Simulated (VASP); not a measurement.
# Sr (Fm-3m) in VASP: notebook

Sr is run at these levels: r2SCAN; tasks: relaxation of cell and atoms, single point.

All numbers are computed with VASP 6.6.1; they aren't measurements. Logs are shortened: lines on timing, memory, paths and dates and some standing lists are left out, and cuts for length are marked.

## Step 1: The cell of the first run

It takes space group Fm-3m (No. 225, cubic). The conventional cell has a = 6.085 Å, b = 6.085 Å, c = 6.085 Å, α = 90.00°, β = 90.00°, γ = 90.00°. Within 5.6 Å of Sr (site symmetry m-3m) lie 12 Sr at 4.30 Å.

## Step 2: Relaxation of cell and atoms, r2SCAN

POSCAR reads:

```
Sr
1.0
    0.0000000000      3.0423500000      3.0423500000
    3.0423500000      0.0000000000      3.0423500000
    3.0423500000      3.0423500000      0.0000000000
Sr
1
Direct
    0.0000000000      0.0000000000      0.0000000000
```

INCAR.step1 reads:

```
  PREC = Accurate
  ENCUT = 600
  ISMEAR = -1
  SIGMA = 0.1
  LREAL = False
  LASPH = True
  NELM = 60
  GGA = PE
  ALGO = Normal
  EDIFF = 1E-4
  LWAVE = True
  LCHARG = False
```

INCAR.step2 reads:

```
  PREC = Accurate
  ENCUT = 600
  EDIFF = 1E-7
  ISMEAR = -1
  SIGMA = 0.1
  LREAL = False
  LASPH = True
  NELM = 60
  ALGO = Normal
  ISIF = 3
  LWAVE = False
  LCHARG = False
  METAGGA = R2SCAN
  LMIXTAU = True
  IBRION = 2
  NSW = 80
  EDIFFG = -0.01
  ISTART = 1
```

KPOINTS reads:

```
Automatic mesh
0
Gamma
  9 9 9
```

Potentials or basis: VASP PAW PBE potentials, release 64 (Sr_sv).

Launch:

```bash
$ cat potpaw_PBE.64/Sr_sv/POTCAR > POTCAR
$ cp INCAR.step1 INCAR
$ mpirun -np 1 vasp_std > vasp.out
$ cp INCAR.step2 INCAR
$ mpirun -np 1 vasp_std > vasp.out
```

OUTCAR:

```text
PREC = Accurate
   ENCUT = 600
   EDIFF = 1E-7
   ISMEAR = -1
   LREAL = False
   LASPH = True
   NELM = 60
   ISIF = 3
   METAGGA = R2SCAN
   IBRION = 2
   NSW = 80
   EDIFFG = -0.01
   ISTART = 1

 ion  position               nearest neighbor table
   1  0.000  0.000  0.000-

  LATTYP: Found a face centered cubic cell.
 ALAT       =     6.0847000000

  Lattice vectors:

 A1 = (   0.0000000000,   3.0423500000,   3.0423500000)
 A2 = (   3.0423500000,   0.0000000000,   3.0423500000)
 A3 = (   3.0423500000,   3.0423500000,   0.0000000000)

Analysis of symmetry for initial positions (statically):
=====================================================================
 Subroutine PRICEL returns:
 Original cell was already a primitive cell.

 Routine SETGRP: Setting up the symmetry group for a
 face centered cubic supercell.

 Subroutine GETGRP returns: Found 48 space group operations
 (whereof 48 operations were pure point group operations)
 out of a pool of 48 trial point group operations.

The static configuration has the point symmetry O_h .

Analysis of symmetry for dynamics (positions and initial velocities):
=====================================================================
 Subroutine PRICEL returns:
 Original cell was already a primitive cell.

 Routine SETGRP: Setting up the symmetry group for a
 face centered cubic supercell.

 Subroutine GETGRP returns: Found 48 space group operations
 (whereof 48 operations were pure point group operations)
 out of a pool of 48 trial point group operations.

The dynamic configuration has the point symmetry O_h .

 Subroutine INISYM returns: Found 48 space group operations
 (whereof 48 operations are pure point group operations),
 and found     1 'primitive' translations

----------------------------------------------------------------------------------------

                                     Primitive cell

  volume of cell :      56.3193

  direct lattice vectors                    reciprocal lattice vectors
     0.000000000  3.042350000  3.042350000    -0.164346640  0.164346640  0.164346640
     3.042350000  0.000000000  3.042350000     0.164346640 -0.164346640  0.164346640
     3.042350000  3.042350000  0.000000000     0.164346640  0.164346640 -0.164346640

  length of vectors
     4.302532631  4.302532631  4.302532631     0.284656730  0.284656730  0.284656730

[... 86 lines left out ...]
   POTIM  = 0.5000    time-step for ionic-motion
   TEBEG  =    0.0;   TEEND  =   0.0 temperature during run
   PSTRESS=    0.0 pullay stress
   NELECT =      10.0000    total number of electrons
   NUPDOWN=      -1.0000    fix difference up-down
   EMIN   =  10.00;   EMAX   =-10.00  energy-range for DOS
   EFERMI =   0.00;   METHOD = LEGACY
   ISMEAR =    -1;   SIGMA  =   0.10  broadening in eV -4-tet -1-fermi 0-gaus
   EFERMI_NEDOS =   21; number of points for ismear=-14 and -15
   IALGO  =     38    algorithm
   IMIX   =      4    mixing-type and parameters
     AMIX     =   0.40;   BMIX     =  1.00
     AMIX_MAG =   1.60;   BMIX_MAG =  1.00
  volume/ion in A,a.u.               =      56.32       380.06
  Fermi-wavevector in a.u.,A,eV,Ry     =   0.920144  1.738819 11.519569  0.846664
  Thomas-Fermi vector in A             =   2.045416
   LORBIT       =      0    0 simple, 1 ext, 2 COOP (PROOUT), +10 PAW based schemes
   METAGGA = R2SCAN    functional components
   LHFCALC =     F    Hartree Fock is set to
   AEXX    =    0.0000 exact exchange contribution
   IVDW    =     0    specifies the selected vdW correction
   LEPSILON=     F    determine dielectric tensor
   LRPA    =     F    only Hartree local field effects (RPA)
 conjugate gradient relaxation of ions
 non-spin polarized calculation
  energy-cutoff  :      600.00
  volume of cell :       56.32
 maximum number of plane-waves:      1895
   NGX = 17   NGY = 17   NGZ = 17

--------------------------------------- Ionic step        1  -------------------------------------------

 number of electron      10.0000000 magnetization

 Free energy of the ion-electron system (eV)
  ---------------------------------------------------
  ext. energy  EPLUGINS =         0.00000000
  ---------------------------------------------------
  free energy    TOTEN  =       -15.11928248 eV

  energy without entropy =      -15.07617212  energy(sigma->0) =      -15.09772730

------------------------ aborting loop because EDIFF is reached ----------------------------------------

  FORCE on cell =-STRESS in cart. coord.  units (eV):
  Direction    XX          YY          ZZ          XY          YZ          ZX
  --------------------------------------------------------------------------------------
  -------------------------------------------------------------------------------------
  Total        0.0469246      0.0469246      0.0469246      0.0000000      0.0000000      0.0000000
  in kB        1.3349153      1.3349153      1.3349153      0.0000000      0.0000000      0.0000000
  external PRESSURE =       1.3349153 kB  Pullay stress =       0.0000000 kB
[... 57 lines left out ...]
--------------------------------------- Ionic step        3  -------------------------------------------

 number of electron      10.0000000 magnetization

 Free energy of the ion-electron system (eV)
  ---------------------------------------------------
  ext. energy  EPLUGINS =         0.00000000
  ---------------------------------------------------
  free energy    TOTEN  =       -15.11953677 eV

  energy without entropy =      -15.07620471  energy(sigma->0) =      -15.09787074

 E-fermi :   1.4695     XC(G=0):  -7.6812

 val. band max:        1.4511285086   @ k =  -0.3333   0.4444   0.2222
 cond. band min:       1.4709818489   @ k =  -0.4444   0.2222   0.0000
 fundamental gap:      0.0198533403
 Fermi energy:         1.4694840680

 k-point     1 :       0.0000    0.0000    0.0000
  band No.  band energies     occupation
      1     -36.6035      2.00000
      2     -17.8674      2.00000
      3     -17.8674      2.00000
      4     -17.8674      2.00000
      5      -2.2962      2.00000
      6       4.1487      0.00000
      7       4.1487      0.00000
      8       4.1487      0.00000
      9       5.6449      0.00000
[... 265 lines left out ...]
 k-point    24 :       0.4444    0.4444    0.0000
  band No.  band energies     occupation
      1     -36.5869      2.00000
      2     -18.0325      2.00000
      3     -17.9309      2.00000
      4     -17.9309      2.00000
      5       0.7592      1.99836
      6       2.0473      0.00617
      7       2.5378      0.00005
      8       6.3763      0.00000
      9       6.3763      0.00000

 [... further k-points ...]
[... 5 lines left out ...]
  --------------------------------------------------------------------------------------
  -------------------------------------------------------------------------------------
  Total       -0.0014723     -0.0014723     -0.0014723      0.0000000      0.0000000      0.0000000
  in kB       -0.0414116     -0.0414116     -0.0414116      0.0000000      0.0000000      0.0000000
  external PRESSURE =      -0.0414116 kB  Pullay stress =       0.0000000 kB
[... 16 lines left out ...]
  FREE ENERGIE OF THE ION-ELECTRON SYSTEM (eV)
  ---------------------------------------------------
  free  energy   TOTEN  =       -15.1195367738 eV

  energy  without entropy=      -15.0762047142  energy(sigma->0) =      -15.09787074

 reached required accuracy - stopping structural energy minimisation
```

OUTCAR.step1:

```text
PREC = Accurate
   ENCUT = 600
   ISMEAR = -1
   LREAL = False
   LASPH = True
   NELM = 60
[... 502 lines left out ...]
 POSITION                                       TOTAL-FORCE (eV/Angst)
 -----------------------------------------------------------------------------------
      0.00000      0.00000      0.00000         0.000000      0.000000      0.000000
 -----------------------------------------------------------------------------------
    total drift:                               -0.000000      0.000000      0.000000

  FREE ENERGIE OF THE ION-ELECTRON SYSTEM (eV)
  ---------------------------------------------------
  free  energy   TOTEN  =        -1.6567098496 eV

  energy  without entropy=       -1.6109108558  energy(sigma->0) =       -1.63381035
```

It took 4.6 min on 1 thread of Intel Xeon 6975P-C, shared host; peak memory 0.22 GiB.

Results:

```yaml
Free_energy: -15.1195 eV
Relaxed_volume: 56.96 Å³/atom
Relaxed_cell: a = 4.319 Å, b = 4.319 Å, c = 4.319 Å, α = 60.00°, β = 60.00°, γ = 60.00°
Space_group_after_relaxing_to_0.05_Å: Fm-3m (No. 225)
Energy_gained_by_relaxing: 0.3 meV/atom
Ionic_steps: 3
Pressure_after_relaxing: 0.0 GPa
Band_gap_on_the_k_mesh: zero (band 5 reaches 1.45 eV, above the bottom of band 6 at 1.44 eV)
```

Step by step:
```csv
step,energy change (eV),largest force (eV/Å),pressure (GPa),volume (Å³)
1,0.0000,0.0000,0.13,56.32
2,-0.0002,0.0000,0.05,56.70
3,-0.0003,0.0000,0.00,56.96
```

Final structure:
```xyz
1
Lattice="0.0000 3.0539 3.0539 3.0539 0.0000 3.0539 3.0539 3.0539 0.0000" Properties=species:S:1:pos:R:3 pbc="T T T"
Sr    0.0000    0.0000    0.0000
```

Caveat: the PAW data sets were made with another functional, which shifts forces and pressure a little.

## Step 3: Single point, r2SCAN

This run uses another cell than the first one, of 56.86 Å³/atom, 1.010 times its volume.

POSCAR reads:

```
Sr
1.0
    0.0000000000      3.0521104090      3.0521104090
    3.0521104090      0.0000000000      3.0521104090
    3.0521104090      3.0521104090      0.0000000000
Sr
1
Direct
    0.0000000000      0.0000000000      0.0000000000
```

INCAR.step1 reads:

```
PREC = Accurate
ENCUT = 520
ISMEAR = -1
SIGMA = 1.0
LREAL = False
LASPH = True
NELM = 80
NBANDS = 11
GGA = PE
ALGO = Normal
EDIFF = 1E-4
LWAVE = True
LCHARG = False
```

INCAR.step2 reads:

```
PREC = Accurate
ENCUT = 520
EDIFF = 1E-7
ISMEAR = -1
SIGMA = 1.0
LREAL = False
LASPH = True
NELM = 80
ALGO = Normal
ISIF = 2
LWAVE = False
LCHARG = True
METAGGA = R2SCAN
LMIXTAU = True
LELF = True
LVHAR = True
NBANDS = 11
ISTART = 1
```

KPOINTS is that of step 2.

Potentials or basis: VASP PAW PBE potentials, release 64 (Sr_sv).

Launch:

```bash
$ cat potpaw_PBE.64/Sr_sv/POTCAR > POTCAR
$ cp INCAR.step1 INCAR
$ mpirun -np 1 vasp_std > vasp.out
$ cp INCAR.step2 INCAR
$ mpirun -np 1 vasp_std > vasp.out
```

It took 39 s on 1 thread of Intel Xeon Platinum 8488C (Sapphire Rapids), shared host; peak memory 0.19 GiB.

It converged, with:

| Property | Result |
| --- | --- |
| Free energy | -16.8998 eV |
| Pressure | 1.0 GPa |
| Band gap on the k mesh | zero (band 5 reaches 1.50 eV, above the bottom of band 6 at 1.49 eV) |

Levels at points of the mesh, in eV from the Fermi level:
| k point | band 3 | band 4 | band 5 | band 6 | band 7 | band 8 |
| --- | --- | --- | --- | --- | --- | --- |
| (0.00, 0.00, 0.00) | -18.56 | -18.56 | -3.21 | 3.31 | 3.31 | 3.31 |

Caveat: the PAW data sets were made with another functional, which shifts forces and pressure a little.
